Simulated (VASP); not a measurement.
# SiC (Cmc2_1) in VASP: further runs

Runs on SiC. Level: PBE. Tasks: single point.

Program: VASP 6.6.1. These are calculated values, not measurements. Logs are shortened: lines on timing, memory, paths and dates and some standing lists are left out, and cuts for length are marked.

### 1 The cell of the first run

The typed cell holds 12 atoms: a = 3.100 Å, b = 3.100 Å, c = 15.222 Å, α = 90.00°, β = 90.00°, γ = 120.04°.

### 2 Single point, PBE (10.55 Å³/atom)

INCAR

```
SYSTEM = SiC
ALGO = Normal ; EDIFF = 1E-6
ENCUT = 520 ; GGA = PE
ISIF = 2 ; ISMEAR = -1
LASPH = .True. ; LCHARG = .False.
LREAL = .False. ; LWAVE = .False.
NBANDS = 36 ; NELM = 60
PREC = Accurate ; SIGMA = 0.02
```

KPOINTS

```
k-points
0
Gamma
  16 16 3
  0 0 0
```

POSCAR

```
SiC
1.0
    1.5490916877     -2.6851660778      0.0000000000
    1.5490916877      2.6851660778      0.0000000000
    0.0000000000      0.0000000000     15.2220479517
Si C
6 6
Direct
    0.1666621203      0.8333378797      0.8577216708
    0.8333378797      0.1666621203      0.3577216708
    0.5001149745      0.4998850255      0.5245068537
    0.4998850255      0.5001149745      0.0245068537
    0.8334421551      0.1665578449      0.6912250794
    0.1665578449      0.8334421551      0.1912250794
    0.5001801525      0.4998198475      0.6498133106
    0.4998198475      0.5001801525      0.1498133106
    0.1666200557      0.8333799443      0.9826819003
    0.8333799443      0.1666200557      0.4826819003
    0.8333970490      0.1666029510      0.8161911851
    0.1666029510      0.8333970490      0.3161911851
```

Potentials or basis: VASP PAW PBE potentials, release 64 (Si, C).

On the command line:

```sh
cat potpaw_PBE.64/Si/POTCAR potpaw_PBE.64/C/POTCAR > POTCAR
mpirun -np 1 vasp_std > vasp.out
```

OUTCAR:

```text
SYSTEM = SiC
   EDIFF = 1E-6
   ENCUT = 520
   GGA = PE
   ISIF = 2
   ISMEAR = -1
   LASPH = .True.
   LREAL = .False.
   NELM = 60
   PREC = Accurate

 ion  position               nearest neighbor table
   1  0.167  0.833  0.858-  11 1.90  11 1.90  11 1.90   9 1.90   5 3.10   5 3.10   5 3.10   4 3.11
                             4 3.11   4 3.11
   2  0.833  0.167  0.358-  12 1.90  12 1.90  12 1.90  10 1.90   6 3.10   6 3.10   6 3.10   3 3.11
                             3 3.11   3 3.11
   3  0.500  0.500  0.525-  10 1.90  10 1.90  10 1.90   7 1.91   5 3.11   5 3.11   5 3.11   2 3.11
                             2 3.11   2 3.11
   4  0.500  0.500  0.025-   9 1.90   9 1.90   9 1.90   8 1.91   6 3.11   6 3.11   6 3.11   1 3.11
                             1 3.11   1 3.11
   5  0.833  0.167  0.691-   7 1.90   7 1.90   7 1.90  11 1.90   1 3.10   1 3.10   1 3.10   3 3.11
                             3 3.11   3 3.11
   6  0.167  0.833  0.191-   8 1.90   8 1.90   8 1.90  12 1.90   2 3.10   2 3.10   2 3.10   4 3.11
                             4 3.11   4 3.11
   7  0.500  0.500  0.650-   5 1.90   5 1.90   5 1.90   3 1.91
   8  0.500  0.500  0.150-   6 1.90   6 1.90   6 1.90   4 1.91
   9  0.167  0.833  0.983-   4 1.90   4 1.90   4 1.90   1 1.90
  10  0.833  0.167  0.483-   3 1.90   3 1.90   3 1.90   2 1.90
  11  0.833  0.167  0.816-   1 1.90   1 1.90   1 1.90   5 1.90
  12  0.167  0.833  0.316-   2 1.90   2 1.90   2 1.90   6 1.90

  LATTYP: Found a base centered orthorhombic cell.
 ALAT       =     3.0981833754
 B/A-ratio  =     1.7333809865
 C/A-ratio  =     4.9132172332

  Lattice vectors:

 A1 = (   1.5490916877,  -2.6851660778,   0.0000000000)
 A2 = (   1.5490916877,   2.6851660778,   0.0000000000)
 A3 = (   0.0000000000,   0.0000000000,  15.2220479517)

Analysis of symmetry for initial positions (statically):
=====================================================================
 Subroutine PRICEL returns:
 Original cell was already a primitive cell.

 Routine SETGRP: Setting up the symmetry group for a
 base centered orthorhombic supercell.

 Subroutine GETGRP returns: Found  4 space group operations
 (whereof  2 operations were pure point group operations)
 out of a pool of  8 trial point group operations.

The static configuration has the point symmetry C_1h.
 The point group associated with its full space group is C_2v.

Analysis of symmetry for dynamics (positions and initial velocities):
=====================================================================
 Subroutine PRICEL returns:
 Original cell was already a primitive cell.

 Routine SETGRP: Setting up the symmetry group for a
 base centered orthorhombic supercell.

 Subroutine GETGRP returns: Found  4 space group operations
 (whereof  2 operations were pure point group operations)
 out of a pool of  8 trial point group operations.

The dynamic configuration has the point symmetry C_1h.
 The point group associated with its full space group is C_2v.

 Subroutine INISYM returns: Found  4 space group operations
 (whereof  2 operations are pure point group operations),
 and found     1 'primitive' translations

----------------------------------------------------------------------------------------

                                     Primitive cell

  volume of cell :     126.6343

  direct lattice vectors                    reciprocal lattice vectors
     1.549091688 -2.685166078  0.000000000     0.322769791 -0.186208222  0.000000000
     1.549091688  2.685166078  0.000000000     0.322769791  0.186208222  0.000000000
     0.000000000  0.000000000 15.222047952     0.000000000  0.000000000  0.065694183

  length of vectors
     3.099968052  3.099968052 15.222047952     0.372630970  0.372630970  0.065694183

  position of ions in fractional coordinates (direct lattice)
     0.166662120  0.833337880  0.857721671
     0.833337880  0.166662120  0.357721671
     0.500114975  0.499885025  0.524506854
     0.499885025  0.500114975  0.024506854
     0.833442155  0.166557845  0.691225079
     0.166557845  0.833442155  0.191225079
     0.500180153  0.499819847  0.649813311
     0.499819847  0.500180153  0.149813311
     0.166620056  0.833379944  0.982681900
     0.833379944  0.166620056  0.482681900
     0.833397049  0.166602951  0.816191185
     0.166602951  0.833397049  0.316191185

  ion indices of the primitive-cell ions
   primitive index   ion index
                 1           1
                 2           2
                 3           3
                 4           4
                 5           5
                 6           6
                 7           7
                 8           8
                 9           9
                10          10
                11          11
                12          12

----------------------------------------------------------------------------------------

 KPOINTS: k-points

Automatic generation of k-mesh.
 Grid dimensions read from file:
 generate k-points for:   16   16    3

 Generating k-lattice:

  Cartesian coordinates                     Fractional coordinates (reciprocal lattice)
     0.020173112 -0.011638014  0.000000000     0.062500000  0.000000000  0.000000000
     0.020173112  0.011638014  0.000000000     0.000000000  0.062500000  0.000000000
     0.000000000  0.000000000  0.021898061     0.000000000  0.000000000  0.333333333

  Length of vectors
     0.023289436  0.023289436  0.021898061

  Shift w.r.t. Gamma in fractional coordinates (k-lattice)
     0.000000000  0.000000000  0.000000000

 Subroutine IBZKPT returns following result:
 ===========================================

 Found    146 irreducible k-points:

 Following reciprocal coordinates:
            Coordinates               Weight
  0.000000  0.000000  0.000000      1.000000
  0.062500  0.000000  0.000000      4.000000
  0.125000  0.000000  0.000000      4.000000
  0.187500  0.000000  0.000000      4.000000
  0.250000  0.000000  0.000000      4.000000
  0.312500  0.000000  0.000000      4.000000
[... 16 lines left out ...]
 -0.125000  0.062500  0.000000      4.000000
 -0.062500  0.062500  0.000000      2.000000
 [... further k-points ...]
   k-points           NKPTS =    146   k-points in BZ     NKDIM =    146   number of bands    NBANDS=     36
   number of dos      NEDOS =    301   number of ions     NIONS =     12
   total plane-waves  NPLWV =  69120
   dimension x,y,z NGX =    24 NGY =   24 NGZ =  120
   dimension x,y,z NGXF=    48 NGYF=   48 NGZF=  240
   ions per type =               6   6
   NGX,Y,Z   is equivalent  to a cutoff of  12.87, 12.87, 13.11 a.u.
   NGXF,Y,Z  is equivalent  to a cutoff of  25.74, 25.74, 26.21 a.u.
 SYSTEM =  SiC
   PREC   = accura    normal or accurate (medium, high low for compatibility)
   ISTART =      0    job   : 0-new  1-cont  2-samecut
   ICHARG =      2    charge: 1-file 2-atom 10-const
   ISPIN  =      1    spin polarized calculation?
   LNONCOLLINEAR =      F non collinear calculations
   LSORBIT =      F    spin-orbit coupling
   LASPH  =      T    aspherical Exc in radial PAW
   ENCUT  =  520.0 eV  38.22 Ry    6.18 a.u.   5.76  5.76 28.30*2*pi/ulx,y,z
   NELM   =     60;   NELMIN=  2; NELMDL= -5     # of ELM steps
   EDIFF  = 0.1E-05   stopping-criterion for ELM
   LREAL  =      F    real-space projection
   EDIFFG = 0.1E-04   stopping-criterion for IOM
   NSW    =      0    number of steps for IOM
   IBRION =     -1    ionic relax: 0-MD 1-quasi-New 2-CG
   NFREE  =      0    steps in history (QN), initial steepest desc. (CG)
   ISIF   =      2    stress and relaxation
   ISYM   =      2    0-nonsym 1-usesym 2-fastsym
   POTIM  = 0.5000    time-step for ionic-motion
   TEBEG  =    0.0;   TEEND  =   0.0 temperature during run
   PSTRESS=    0.0 pullay stress
   NELECT =      48.0000    total number of electrons
   NUPDOWN=      -1.0000    fix difference up-down
   EMIN   =  10.00;   EMAX   =-10.00  energy-range for DOS
   EFERMI =   0.00;   METHOD = LEGACY
   ISMEAR =    -1;   SIGMA  =   0.02  broadening in eV -4-tet -1-fermi 0-gaus
   EFERMI_NEDOS =   21; number of points for ismear=-14 and -15
   IALGO  =     38    algorithm
   IMIX   =      4    mixing-type and parameters
     AMIX     =   0.40;   BMIX     =  1.00
     AMIX_MAG =   1.60;   BMIX_MAG =  1.00
  volume/ion in A,a.u.               =      10.55        71.21
  Fermi-wavevector in a.u.,A,eV,Ry     =   1.184781  2.238912 19.098584  1.403706
  Thomas-Fermi vector in A             =   2.320988
   LORBIT       =      0    0 simple, 1 ext, 2 COOP (PROOUT), +10 PAW based schemes
   GGA     = PE    functional components
   LHFCALC =     F    Hartree Fock is set to
   AEXX    =    0.0000 exact exchange contribution
   IVDW    =     0    specifies the selected vdW correction
   LEPSILON=     F    determine dielectric tensor
   LRPA    =     F    only Hartree local field effects (RPA)
 non-spin polarized calculation
  energy-cutoff  :      520.00
  volume of cell :      126.63
 maximum number of plane-waves:      3448
   NGX = 11   NGY = 11   NGZ = 57

 number of electron      48.0000001 magnetization

 Free energy of the ion-electron system (eV)
  ---------------------------------------------------
  ext. energy  EPLUGINS =         0.00000000
  ---------------------------------------------------
  free energy    TOTEN  =       -90.37144326 eV

  energy without entropy =      -90.37144326  energy(sigma->0) =      -90.37144326

 E-fermi :   8.3804     XC(G=0): -11.2683

 val. band max:        7.9373104995   @ k =   0.0000   0.0000   0.0000
 cond. band min:       9.9581326981   @ k =   0.5000   0.0000   0.3333
 fundamental gap:      2.0208221985
 Fermi energy:         8.3804432225

 k-point     1 :       0.0000    0.0000    0.0000
  band No.  band energies     occupation
      1      -7.3694      2.00000
      2      -6.8565      2.00000
      3      -6.8224      2.00000
      4      -5.3557      2.00000
      5      -5.3283      2.00000
      6      -3.8829      2.00000
[... 925 lines left out ...]
     35      15.1005      0.00000
     36      15.2387      0.00000

 [... further k-points ...]

------------------------ aborting loop because EDIFF is reached ----------------------------------------

  FORCE on cell =-STRESS in cart. coord.  units (eV):
  Direction    XX          YY          ZZ          XY          YZ          ZX
  --------------------------------------------------------------------------------------
  -------------------------------------------------------------------------------------
  Total       -0.6707668     -0.8990112     -1.1174413      0.0000000      0.0000000      0.0000000
  in kB       -8.4865421    -11.3742903    -14.1378687      0.0000000      0.0000000      0.0000000
  external PRESSURE =     -11.3329004 kB  Pullay stress =       0.0000000 kB

 VOLUME and BASIS-vectors are now :
 -----------------------------------------------------------------------------
  energy-cutoff  :      520.00
  volume of cell :      126.63
      direct lattice vectors                 reciprocal lattice vectors
     1.549091688 -2.685166078  0.000000000     0.322769791 -0.186208222  0.000000000
     1.549091688  2.685166078  0.000000000     0.322769791  0.186208222  0.000000000
     0.000000000  0.000000000 15.222047952     0.000000000  0.000000000  0.065694183

 POSITION                                       TOTAL-FORCE (eV/Angst)
 -----------------------------------------------------------------------------------
      1.54909      1.79014     13.05628         0.000000     -0.000379      0.000851
      1.54909     -1.79014      5.44526         0.000000      0.000379      0.000851
      1.54909     -0.00062      7.98407         0.000000      0.000199     -0.007929
      1.54909      0.00062      0.37304         0.000000     -0.000199     -0.007929
      1.54909     -1.79070     10.52186         0.000000     -0.000377      0.002335
      1.54909      1.79070      2.91084         0.000000      0.000377      0.002335
      1.54909     -0.00097      9.89149         0.000000      0.000420      0.004237
      1.54909      0.00097      2.28047         0.000000     -0.000420      0.004237
      1.54909      1.79036     14.95843         0.000000      0.000432      0.000466
      1.54909     -1.79036      7.34741         0.000000     -0.000432      0.000466
      1.54909     -1.79045     12.42410         0.000000      0.000342      0.000040
      1.54909      1.79045      4.81308         0.000000     -0.000342      0.000040
 -----------------------------------------------------------------------------------
    total drift:                                0.000000      0.000000      0.000577

  FREE ENERGIE OF THE ION-ELECTRON SYSTEM (eV)
  ---------------------------------------------------
  free  energy   TOTEN  =       -90.3714432575 eV

  energy  without entropy=      -90.3714432575  energy(sigma->0) =      -90.37144326
```

It took 7 min on 1 thread of Intel Xeon 8259CL, shared host; peak memory 0.57 GiB.

Results:

| Quantity | Value |
| --- | --- |
| Free energy | -90.3714 eV |
| Pressure | -1.1 GPa |
| Largest force | 0.008 eV/Å |
| Band gap on the k mesh | 2.02 eV (least direct gap 3.12 eV) |

Forces on the atoms (eV/Å):
```
Si   0.000  0.000  0.001
Si   0.000  0.000  0.001
Si   0.000  0.000 -0.008
Si   0.000  0.000 -0.008
Si   0.000  0.000  0.002
Si   0.000  0.000  0.002
C    0.000  0.000  0.004
C    0.000  0.000  0.004
C    0.000  0.000  0.000
C    0.000  0.000  0.000
C    0.000  0.000  0.000
C    0.000  0.000  0.000
```

Stress tensor (GPa, compression positive):
```
-0.85  0.00  0.00
 0.00 -1.14  0.00
 0.00  0.00 -1.41
```

[end of part 1 of 2]
